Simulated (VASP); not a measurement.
Here is a VASP 6.6.1 calculation.

The input INCAR:

```
SYSTEM = Co
ALGO = Normal
EDIFF = 1E-6
ENCUT = 520
GGA = RE
ISIF = 2
ISMEAR = -1
ISPIN = 2
LASPH = .TRUE.
LCHARG = .FALSE.
LMAXMIX = 4
LORBIT = 11
LREAL = .FALSE.
LWAVE = .FALSE.
MAGMOM = 1.757
NBANDS = 14
NELM = 150
PREC = Accurate
SIGMA = 0.05
```

Contents of KPOINTS:

```
k-points
0
G
  17 17 17
  0 0 0
```

POSCAR

```
Co
1.0
    0.0000000000      1.7238761996      1.7238761996
    1.7238761996      0.0000000000      1.7238761996
    1.7238761996      1.7238761996      0.0000000000
Co
1
Direct
    0.0000000000      0.0000000000      0.0000000000
```

Potentials or basis: VASP PAW PBE potentials, release 64 (Co).

Command:

```sh
$ cat potpaw_PBE.64/Co/POTCAR > POTCAR
$ mpirun -np 1 vasp_std > vasp.out
```

Problem. Estimate the site moments.

Solution. Co +1.64 μB.

Problem. Predict the net moment.

Solution. 1.63 μB per cell.

Problem. What does it give for the pressure?

Solution. 19.5 GPa.

Caveat: the PAW data sets were made with another functional, which shifts forces and pressure a little.
